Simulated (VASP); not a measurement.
# OsBr (Pmma) in VASP: single point with PBE

Aim: the single point of OsBr with PBE.

Everything below comes from runs of VASP 6.6.1. Logs are shortened: lines on timing, memory, paths and dates and some standing lists are left out, and cuts for length are marked.

**1. The cell of the first run**

Symmetry: Pmma, No. 51, orthorhombic system. The conventional cell has a = 3.480 Å, b = 3.055 Å, c = 9.447 Å, α = 90.00°, β = 90.00°, γ = 90.00°. Within 3.1 Å of Os (site symmetry mm2) lie 4 Os at 2.31 to 3.05 Å and 4 Br at 2.95 Å. Br (site symmetry mm2) has 6 Os at 2.95 to 3.68 Å and 4 Br at 3.05 to 3.48 Å within 3.9 Å.

**2. Single point, PBE**

File INCAR:

```
PREC = Accurate
ENCUT = 560
EDIFF = 1E-6
ISMEAR = 0
SIGMA = 0.1
LREAL = False
LASPH = True
NELM = 120
ALGO = Normal
ISIF = 2
LWAVE = False
LCHARG = False
GGA = PE
NBANDS = 31
GGA_COMPAT = False
```

File KPOINTS:

```
regular mesh
0
Gamma
  14 16 6
```

File POSCAR:

```
OsBr
1.0
    3.4796980215      0.0000000000      0.0000000000
    0.0000000000      3.0548257330      0.0000000000
    0.0000000000      0.0000000000      9.4470385841
Os Br
2 2
Direct
    0.7500000000      0.0000000000      0.5806002418
    0.2500000000      0.0000000000      0.4193997582
    0.7500000000      0.5000000000      0.2260350464
    0.2500000000      0.5000000000      0.7739649536
```

Potentials or basis: VASP PAW PBE potentials, release 64 (Os_sv_GW, Br).

Started as:

```bash
cat potpaw_PBE.64/Os_sv_GW/POTCAR potpaw_PBE.64/Br/POTCAR > POTCAR
mpirun -np 1 vasp_std > vasp.out
```

OUTCAR:

```text
PREC = Accurate
   ENCUT = 560
   EDIFF = 1E-6
   ISMEAR = 0
   LREAL = False
   LASPH = True
   NELM = 120
   ISIF = 2
   GGA = PE

 ion  position               nearest neighbor table
   1  0.750  0.000  0.581-   2 2.31   2 2.31   4 2.95   4 2.95   4 2.95   4 2.95
   2  0.250  0.000  0.419-   1 2.31   1 2.31   3 2.95   3 2.95   3 2.95   3 2.95
   3  0.750  0.500  0.226-   2 2.95   2 2.95   2 2.95   2 2.95
   4  0.250  0.500  0.774-   1 2.95   1 2.95   1 2.95   1 2.95

  LATTYP: Found a simple orthorhombic cell.
 ALAT       =     3.0548257330
 B/A-ratio  =     1.1390823326
 C/A-ratio  =     3.0924967281

  Lattice vectors:

 A1 = (   0.0000000000,  -3.0548257330,   0.0000000000)
 A2 = (   3.4796980215,   0.0000000000,   0.0000000000)
 A3 = (   0.0000000000,   0.0000000000,   9.4470385841)

Analysis of symmetry for initial positions (statically):
=====================================================================
 Subroutine PRICEL returns:
 Original cell was already a primitive cell.

 Routine SETGRP: Setting up the symmetry group for a
 simple orthorhombic supercell.

 Subroutine GETGRP returns: Found  8 space group operations
 (whereof  4 operations were pure point group operations)
 out of a pool of  8 trial point group operations.

The static configuration has the point symmetry C_2h.
 The point group associated with its full space group is D_2h.

Analysis of symmetry for dynamics (positions and initial velocities):
=====================================================================
 Subroutine PRICEL returns:
 Original cell was already a primitive cell.

 Routine SETGRP: Setting up the symmetry group for a
 simple orthorhombic supercell.

 Subroutine GETGRP returns: Found  8 space group operations
 (whereof  4 operations were pure point group operations)
 out of a pool of  8 trial point group operations.

The dynamic configuration has the point symmetry C_2h.
 The point group associated with its full space group is D_2h.

 Subroutine INISYM returns: Found  8 space group operations
 (whereof  4 operations are pure point group operations),
 and found     1 'primitive' translations

----------------------------------------------------------------------------------------

                                     Primitive cell

[... 91 lines left out ...]
   LASPH  =      T    aspherical Exc in radial PAW
   ENCUT  =  560.0 eV  41.16 Ry    6.42 a.u.   6.71  5.89 18.23*2*pi/ulx,y,z
   NELM   =    120;   NELMIN=  2; NELMDL= -5     # of ELM steps
   EDIFF  = 0.1E-05   stopping-criterion for ELM
   LREAL  =      F    real-space projection
   EDIFFG = 0.1E-04   stopping-criterion for IOM
   NSW    =      0    number of steps for IOM
   IBRION =     -1    ionic relax: 0-MD 1-quasi-New 2-CG
   NFREE  =      0    steps in history (QN), initial steepest desc. (CG)
   ISIF   =      2    stress and relaxation
   ISYM   =      2    0-nonsym 1-usesym 2-fastsym
   POTIM  = 0.5000    time-step for ionic-motion
   TEBEG  =    0.0;   TEEND  =   0.0 temperature during run
   PSTRESS=    0.0 pullay stress
   NELECT =      46.0000    total number of electrons
   NUPDOWN=      -1.0000    fix difference up-down
   EMIN   =  10.00;   EMAX   =-10.00  energy-range for DOS
   EFERMI =   0.00;   METHOD = LEGACY
   ISMEAR =     0;   SIGMA  =   0.10  broadening in eV -4-tet -1-fermi 0-gaus
   EFERMI_NEDOS =   21; number of points for ismear=-14 and -15
   IALGO  =     38    algorithm
   IMIX   =      4    mixing-type and parameters
     AMIX     =   0.40;   BMIX     =  1.00
     AMIX_MAG =   1.60;   BMIX_MAG =  1.00
  volume/ion in A,a.u.               =      25.11       169.42
  Fermi-wavevector in a.u.,A,eV,Ry     =   1.261981  2.384799 21.668591  1.592597
  Thomas-Fermi vector in A             =   2.395413
   LORBIT       =      0    0 simple, 1 ext, 2 COOP (PROOUT), +10 PAW based schemes
   GGA     = PE    functional components
   LHFCALC =     F    Hartree Fock is set to
   AEXX    =    0.0000 exact exchange contribution
   IVDW    =     0    specifies the selected vdW correction
   LEPSILON=     F    determine dielectric tensor
   LRPA    =     F    only Hartree local field effects (RPA)
 non-spin polarized calculation
 Gauss-broadening in eV      SIGMA  =   0.10
  energy-cutoff  :      560.00
  volume of cell :      100.42
 maximum number of plane-waves:      3060
 NGX is ok and might be reduce to    28
   NGX = 13   NGY = 11   NGZ = 37

 number of electron      46.0000000 magnetization

 Free energy of the ion-electron system (eV)
  ---------------------------------------------------
  ext. energy  EPLUGINS =         0.00000000
  ---------------------------------------------------
  free energy    TOTEN  =       -24.58746031 eV

  energy without entropy =      -24.56992641  energy(sigma->0) =      -24.57869336

 E-fermi :   4.8101     XC(G=0):  -9.7013

 val. band max:        4.8091047798   @ k =   0.0714   0.3125   0.0000
 cond. band min:       4.8116835555   @ k =   0.0714   0.5000   0.1667
 fundamental gap:      0.0025787758
 Fermi energy:         4.8100780835

 k-point     1 :       0.0000    0.0000    0.0000
  band No.  band energies     occupation
      1     -82.2414      2.00000
      2     -82.0167      2.00000
      3     -42.1911      2.00000
      4     -41.9402      2.00000
      5     -41.4643      2.00000
      6     -41.2069      2.00000
[... 805 lines left out ...]
     30       9.5530      0.00000
     31      12.5783      0.00000

 [... further k-points ...]

------------------------ aborting loop because EDIFF is reached ----------------------------------------

  FORCE on cell =-STRESS in cart. coord.  units (eV):
  Direction    XX          YY          ZZ          XY          YZ          ZX
  --------------------------------------------------------------------------------------
  -------------------------------------------------------------------------------------
  Total       -0.1172595     -0.2874757     -0.1785955      0.0000000      0.0000000      0.0000000
  in kB       -1.8708320     -4.5865705     -2.8494268      0.0000000      0.0000000      0.0000000
  external PRESSURE =      -3.1022764 kB  Pullay stress =       0.0000000 kB

 VOLUME and BASIS-vectors are now :
 -----------------------------------------------------------------------------
  energy-cutoff  :      560.00
  volume of cell :      100.42
      direct lattice vectors                 reciprocal lattice vectors
     3.479698021  0.000000000  0.000000000     0.287381259  0.000000000  0.000000000
     0.000000000  3.054825733  0.000000000     0.000000000  0.327350915  0.000000000
     0.000000000  0.000000000  9.447038584     0.000000000  0.000000000  0.105853278

 POSITION                                       TOTAL-FORCE (eV/Angst)
 -----------------------------------------------------------------------------------
      2.60977      0.00000      5.48495        -0.000000     -0.000000      0.079674
      0.86992      0.00000      3.96209         0.000000      0.000000     -0.079674
      2.60977      1.52741      2.13536        -0.000000     -0.000000     -0.001749
      0.86992      1.52741      7.31168        -0.000000     -0.000000      0.001749
 -----------------------------------------------------------------------------------
    total drift:                                0.000000     -0.000000      0.000000

  FREE ENERGIE OF THE ION-ELECTRON SYSTEM (eV)
  ---------------------------------------------------
  free  energy   TOTEN  =       -24.5874603061 eV

  energy  without entropy=      -24.5699264100  energy(sigma->0) =      -24.57869336
```

OSZICAR:

```text
N       E                     dE             d eps       ncg     rms          rms(c)
DAV:   1     0.447550893456E+03    0.44755E+03   -0.29137E+04 21360   0.148E+03
DAV:   2    -0.642450719816E+00   -0.44819E+03   -0.43151E+03 22933   0.382E+02
DAV:   3    -0.280869255709E+02   -0.27444E+02   -0.26644E+02 22238   0.914E+01
DAV:   4    -0.285672680708E+02   -0.48034E+00   -0.47780E+00 21417   0.118E+01
DAV:   5    -0.285767106145E+02   -0.94425E-02   -0.94363E-02 23040   0.134E+00    0.115E+02
DAV:   6    -0.247842127480E+02    0.37925E+01   -0.10805E+01 23048   0.199E+01    0.577E+01
DAV:   7    -0.250796147646E+02   -0.29540E+00   -0.45504E+00 21624   0.122E+01    0.150E+01
DAV:   8    -0.245868804661E+02    0.49273E+00   -0.10406E+00 21044   0.697E+00    0.252E+00
DAV:   9    -0.245892258427E+02   -0.23454E-02   -0.14222E-01 20938   0.203E+00    0.148E+00
DAV:  10    -0.245876600486E+02    0.15658E-02   -0.10310E-02 20886   0.643E-01    0.420E-01
DAV:  11    -0.245876409227E+02    0.19126E-04   -0.19385E-03 20714   0.323E-01    0.392E-01
DAV:  12    -0.245874578860E+02    0.18304E-03   -0.51205E-04 20616   0.140E-01    0.781E-02
DAV:  13    -0.245874651341E+02   -0.72481E-05   -0.35242E-05 18921   0.343E-02    0.664E-02
DAV:  14    -0.245874609120E+02    0.42221E-05   -0.85725E-06 22003   0.198E-02    0.255E-02
DAV:  15    -0.245874603061E+02    0.60590E-06   -0.39167E-06 17687   0.113E-02
   1 F= -.24587460E+02 E0= -.24578693E+02  d E =-.175339E-01
```

stdout:

```text
POSCAR found type information on POSCAR OsBr
 POSCAR found :  2 types and       4 ions
 scaLAPACK will be used
 LDA part: xc-table for (Slater+PW92), standard interpolation
 POSCAR, INCAR and KPOINTS ok, starting setup
 FFT: planning ... GRIDC
 FFT: planning ... GRID_SOFT
 FFT: planning ... GRID
 WAVECAR not read
 entering main loop
```

Wall time 8.7 min (1 thread of AMD EPYC 9R45 (Zen 5), shared host); peak memory 0.87 GiB.

What came out:

* Free energy: -24.5875 eV
* Pressure: -0.3 GPa
* Largest force: 0.080 eV/Å
* Band gap on the k mesh: zero (bands 23 and 24 overlap by 1.98 eV)

Forces on the atoms (eV/Å):
```
Os   0.000  0.000  0.080
Os   0.000  0.000 -0.080
Br   0.000  0.000 -0.002
Br   0.000  0.000  0.002
```

Stress tensor (GPa, compression positive):
```
-0.19  0.00  0.00
 0.00 -0.46  0.00
 0.00  0.00 -0.28
```

Levels at points of the mesh, in eV from the Fermi level:
| k point | band 21 | band 22 | band 23 | band 24 | band 25 | band 26 |
| --- | --- | --- | --- | --- | --- | --- |
| (0.00, 0.00, 0.00) | -2.24 | -1.76 | -0.52 | 0.27 | 0.50 | 0.82 |
| (0.50, 0.00, 0.00) | -1.54 | -1.54 | -0.63 | -0.63 | 0.87 | 0.87 |
| (0.00, 0.50, 0.00) | -1.24 | -0.10 | 0.28 | 0.76 | 1.21 | 1.42 |
| (0.50, 0.50, 0.00) | -1.93 | -1.93 | 0.54 | 0.54 | 1.27 | 1.27 |
| (0.00, 0.00, 0.50) | -2.02 | -1.77 | -0.50 | 0.28 | 0.50 | 0.81 |
| (0.50, 0.00, 0.50) | -1.59 | -1.59 | -0.63 | -0.63 | 0.87 | 0.87 |
| (0.00, 0.50, 0.50) | -1.22 | -0.26 | 0.27 | 0.76 | 1.21 | 1.40 |
| (0.50, 0.50, 0.50) | -1.85 | -1.85 | 0.46 | 0.46 | 1.26 | 1.26 |

Caveat: spin-orbit coupling is left out, which moves the levels of the heavy elements; this functional lacks dispersion, which binds layers or chains, so the pressure and a relaxed spacing across them are unreliable.
